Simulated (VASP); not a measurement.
Input of a VASP 6.6.1 run:

Contents of INCAR:

```
ALGO = Normal
EDIFF = 1E-6
EDIFFG = -0.04
ENCUT = 600
GGA = PE
IBRION = 2
ISIF = 3
ISMEAR = 0
LASPH = True
LCHARG = False
LREAL = False
LWAVE = False
NELM = 100
NSW = 90
PREC = Accurate
SIGMA = 0.1
```

File KPOINTS:

```
k-points
0
Gamma
  4 4 2
```

The input POSCAR:

```
AlB2As3
1.0
    3.8595592800      0.0000000000      0.0000000000
    0.0000000000      3.8595592800      0.0000000000
    0.0000000000      0.0000000000      7.6602271600
Al B As
1 2 3
Direct
    0.0000000000      0.0000000000      0.5000000000
    0.0000000000      0.0000000000      0.7602419400
    0.0000000000      0.0000000000      0.2397580600
    0.0000000000      0.0000000000      0.0000000000
    0.5000000000      0.5000000000      0.5000000000
    0.5000000000      0.5000000000      0.0000000000
```

Potentials or basis: VASP PAW PBE potentials, release 64 (Al, B, As).

The run is started by

```sh
$ cat potpaw_PBE.64/Al/POTCAR potpaw_PBE.64/B/POTCAR potpaw_PBE.64/As/POTCAR > POTCAR
$ mpirun -np 1 vasp_std > vasp.out
```

(1) Predict the space group after relaxing (to 0.05 Å).

(2) What does it give for the relaxed cell?

(3) Estimate the relaxed volume.

(4) Predict the band gap on the k mesh.

## Answers

(1) P4/mmm (No. 123).

(2) a = 3.837 Å, b = 3.837 Å, c = 7.888 Å, α = 90.00°, β = 90.00°, γ = 90.00°.

(3) 19.36 Å³/atom.

(4) zero (band 12 reaches 4.60 eV, above the bottom of band 13 at 2.88 eV).

Caveat: the k points lie up to 0.41 Å⁻¹ apart in the final cell.
